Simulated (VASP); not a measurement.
Here is a VASP 6.6.1 calculation.

File INCAR:

```
SYSTEM = TiAl
ALGO = Fast
EDIFF = 1E-6
ENCUT = 520
GGA = PS
ISIF = 2
ISMEAR = 0
LASPH = .TRUE.
LCHARG = .FALSE.
LREAL = .FALSE.
LWAVE = .FALSE.
NBANDS = 14
NELM = 100
PREC = Accurate
SIGMA = 0.15
```

File KPOINTS:

```
k-points
0
G
  16 16 16
  0 0 0
```

The input POSCAR:

```
TiAl
1.0
    3.1790640000      0.0000000000      0.0000000000
    0.0000000000      3.1790640000      0.0000000000
    0.0000000000      0.0000000000      3.1790640000
Ti Al
1 1
Direct
    0.0000000000      0.0000000000      0.0000000000
    0.5000000000      0.3584489019      0.4292244510
```

Potentials or basis: VASP PAW PBE potentials, release 64 (Ti_sv, Al).

The run is started by

```sh
$ cat potpaw_PBE.64/Ti_sv/POTCAR potpaw_PBE.64/Al/POTCAR > POTCAR
$ mpirun -np 1 vasp_std > vasp.out
```

Estimate the band gap on the k mesh.

zero (an odd number of electrons rules out a gap without spin polarisation).

Estimate the pressure.

7.7 GPa.

Forces in eV/Å, atoms in the order of the input:
```
Ti   0.000 -2.961 -2.017
Al   0.000  2.961  2.017
```

Caveat: the cell differs from its parent crystal (atom 2 (Al) moved by (-0.450, -0.225) A along y and z); the stress differs along the axes, from 1 to 13 GPa; the PAW data sets were made with another functional, which shifts forces and pressure a little.
